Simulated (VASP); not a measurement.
TlH5:

```
Tl H
1.0
     4.76744    0.00000    0.00000
    -2.38372    4.12873    0.00000
     0.00000    0.00000    3.87929
Tl H
1 5
Direct
  0.00000 0.00000 0.00000
  0.33333 0.66667 0.00000
  0.66667 0.33333 0.00000
  0.50000 0.00000 0.50000
  0.50000 0.50000 0.50000
  0.00000 0.50000 0.50000
```

| Property | Result |
| --- | --- |
| Program | VASP 6.6.1 |
| Task | relaxation of cell and atoms |
| Functional | PBE |
| Potentials or basis | VASP PAW PBE potentials, release 64 (Tl_d, H) |
| Cutoff | 600 eV |
| k mesh | 6 × 6 × 4 |
| Occupations | gaussian, width 0.1 eV |
| Spin | no spin polarisation |

At the start: pressure -9.4 GPa; volume 12.73 Å³/atom.

**Question.** How do energy, volume and symmetry change on relaxing?

**Answer.** Over 5 steps the energy falls by 253.7 meV/atom and the volume is 7.62 Å³/atom (-40.1 %); space group P6/mmm (No. 191, to 0.05 Å).

The path:
```
step  energy change (eV)  largest force (eV/Å)  pressure (GPa)  volume (Å³)
   1              0.0000                0.0000           -9.37        76.36
   2             -0.4772                0.0000           -9.64        68.42
   3             -1.5014                0.0000           -2.77        47.94
   4             -1.5013                0.0000            3.12        43.52
   5             -1.5220                0.0000           -0.33        45.72
```

Final structure:
```
Tl H
1.0
     3.96309    0.00000    0.00000
    -1.98155    3.43214    0.00000
     0.00000    0.00000    3.36147
Tl H
1 5
Direct
  0.00000 0.00000 0.00000
  0.33333 0.66667 0.00000
  0.66667 0.33333 0.00000
  0.50000 0.00000 0.50000
  0.50000 0.50000 0.50000
  0.00000 0.50000 0.50000
```

Caveat: the k points lie up to 0.47 Å⁻¹ apart in the final cell; the volume moved by over 15 % at a fixed basis, so the end points are rough.
